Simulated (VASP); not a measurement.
RbP3:

```
Rb P
1.0
     3.90289    2.25333    3.66558
    -3.90289    2.25333    3.66558
     0.00000   -4.50667    3.66558
Rb P
2 6
Direct
  0.26900 0.26900 0.26900
  0.73100 0.73100 0.73100
  0.79700 0.25200 0.79700
  0.79700 0.79700 0.25200
  0.25200 0.79700 0.79700
  0.20300 0.74800 0.20300
  0.74800 0.20300 0.20300
  0.20300 0.20300 0.74800
```

| Quantity | Value |
| --- | --- |
| Program | VASP 6.6.1 |
| Task | relaxation of cell and atoms |
| Functional | PBE |
| Potentials or basis | VASP PAW PBE potentials, release 64 (Rb_sv, P) |
| Cutoff | 600 eV |
| k mesh | 3 × 3 × 3 |
| Occupations | gaussian, width 0.1 eV |
| Spin | no spin polarisation |

At the start: pressure 5.3 GPa; volume 24.18 Å³/atom.

Q: Where does the relaxation end?

A: Over 23 steps the energy falls by 683.0 meV/atom and the volume is 38.00 Å³/atom (+57.2 %); space group R-3m (No. 166, to 0.05 Å).

The path:
```
step  energy change (eV)  largest force (eV/Å)  pressure (GPa)  volume (Å³)
   1              0.0000                2.5846            5.26       193.42
   2             -2.2364                1.7631            1.78       216.52
   3             -3.6569                1.0803            1.19       257.78
   4             -3.7833                1.3074            1.69       271.59
   5             -3.8113                1.5120            2.44       287.43
   6             -4.6906                1.4858           -2.32       346.92
   7             -4.7180                1.2258           -1.85       338.35
   8             -5.2723                0.5165           -0.74       352.24
   9             -5.2763                0.5416           -0.87       351.16
  10             -5.2637                0.8798            1.01       334.75
  11             -5.3216                0.2258           -0.05       343.32
  12             -5.3441                0.1948           -0.12       340.76
  13             -5.3938                0.1054           -0.29       333.10
  14             -5.4095                0.3232           -0.50       317.97
  15             -5.4176                0.2100           -0.43       324.11
  16             -5.4376                0.1819           -0.28       319.04
  17             -5.4580                0.1661            0.04       309.27
  18             -5.4590                0.1732            0.15       306.46
  19             -5.4606                0.1009           -0.21       306.37
  20             -5.4618                0.0677           -0.07       306.41
  21             -5.4624                0.0608           -0.04       305.79
  22             -5.4633                0.0410            0.05       304.06
  23             -5.4638                0.0315            0.00       303.98
```

Final structure:
```cif
data_structure
_symmetry_space_group_name_H-M 'P 1'
_symmetry_Int_Tables_number 1
_cell_length_a 6.9578
_cell_length_b 6.9578
_cell_length_c 6.9578
_cell_angle_alpha 74.024
_cell_angle_beta 74.024
_cell_angle_gamma 74.024
_cell_volume 303.98
loop_
_atom_site_label
_atom_site_type_symbol
_atom_site_fract_x
_atom_site_fract_y
_atom_site_fract_z
_atom_site_occupancy
Rb1 Rb 0.25783 0.25783 0.25783 1
Rb2 Rb 0.74217 0.74217 0.74217 1
P1 P 0.83704 0.19015 0.83704 1
P2 P 0.83704 0.83704 0.19015 1
P3 P 0.19015 0.83704 0.83704 1
P4 P 0.16296 0.80985 0.16296 1
P5 P 0.80985 0.16296 0.16296 1
P6 P 0.16296 0.16296 0.80985 1
```

Caveat: the volume moved by over 15 % at a fixed basis, so the end points are rough.
